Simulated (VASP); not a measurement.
Input of a VASP 6.6.1 run:

Contents of INCAR:

```
SYSTEM = Be2H3
  ALGO = Normal
  EDIFF = 1E-6
  EDIFFG = -0.01
  ENCUT = 600
  GGA = PE
  IBRION = 2
  ISIF = 3
  ISMEAR = 0
  LASPH = .TRUE.
  LCHARG = .FALSE.
  LREAL = .FALSE.
  LWAVE = .FALSE.
  NELM = 60
  NSW = 100
  PREC = Accurate
  SIGMA = 0.1
```

The input KPOINTS:

```
k-points
0
G
  12 12 12
  0 0 0
```

File POSCAR:

```
Be2H3
1.0
    1.8428578158      1.0639744560      3.0644618135
   -1.8428578158      1.0639744560      3.0644618135
    0.0000000000     -2.1279489120      3.0644618135
Be H
2 3
Direct
    0.3207184920      0.3207184920      0.3207184920
    0.5824030033      0.5824030033      0.5824030033
    0.0612178667      0.6241960912      0.0612178667
    0.6241960912      0.0612178667      0.0612178667
    0.0612178667      0.0612178667      0.6241960912
```

Potentials or basis: VASP PAW PBE potentials, release 64 (Be, H).

Run with:

```sh
$ cat potpaw_PBE.64/Be/POTCAR potpaw_PBE.64/H/POTCAR > POTCAR
$ mpirun -np 1 vasp_std > vasp.out
```

Task: Estimate the relaxed cell.

Result: a = 3.729 Å, b = 3.729 Å, c = 3.729 Å, α = 59.29°, β = 59.29°, γ = 59.29°.

Task: Predict the relaxed volume.

Result: 7.21 Å³/atom.

Task: Predict the space group after relaxing (to 0.05 Å).

Result: R3m (No. 160).

Final structure:
```cif
data_structure
_symmetry_space_group_name_H-M 'P 1'
_symmetry_Int_Tables_number 1
_cell_length_a 3.7288
_cell_length_b 3.7288
_cell_length_c 3.7288
_cell_angle_alpha 59.294
_cell_angle_beta 59.294
_cell_angle_gamma 59.294
_cell_volume 36.07
loop_
_atom_site_label
_atom_site_type_symbol
_atom_site_fract_x
_atom_site_fract_y
_atom_site_fract_z
_atom_site_occupancy
Be1 Be 0.32093 0.32093 0.32093 1
Be2 Be 0.58227 0.58227 0.58227 1
H1 H 0.06105 0.62446 0.06105 1
H2 H 0.62446 0.06105 0.06105 1
H3 H 0.06105 0.06105 0.62446 1
```
